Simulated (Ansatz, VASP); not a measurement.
**Two plane-wave programs on TiSi2**

```
Ti Si
1.0
     3.79993    0.00000    0.00000
    -1.89997    3.29084    0.00000
     0.00000    0.00000    3.59331
Ti Si
1 2
Direct
  0.00000 0.00000 0.00000
  0.33333 0.66667 0.50000
  0.66667 0.33333 0.50000
```

Change from the starting cell: species swapped into the ErGa2 type (P6/mmm, No. 191).

Alike in both runs: task relaxation of cell and atoms; functional PBE; k mesh 6 × 6 × 6; occupations gaussian, width 0.1 eV; no spin polarisation.

|  | VASP | Ansatz |
| --- | --- | --- |
| version | VASP 6.6.1 | Ansatz 0.2.0 |
| potentials or method | VASP PAW PBE potentials, release 64 (Ti_sv, Si), cutoff 600 eV | scalar-relativistic, plane waves, PAW |
| valence electrons in the cell | 20 | 20 |

VASP gave:

```
gap on the k mesh at the Fermi level, each at its own relaxed structure (eV) : none
relaxed volume (Å³/atom)                                                     : 14.72
relaxed length of the cell vector where the two differ most in proportion (Å)              : 3.165
```

**Question.** Which values does Ansatz return?

**Answer.** gap on the k mesh at the Fermi level, each at its own relaxed structure (eV): none; relaxed volume (Å³/atom): 14.70; relaxed length of the cell vector where the two differ most in proportion (Å): 3.159.

A gap of «none» marks a metal or a gap that the smearing closes.
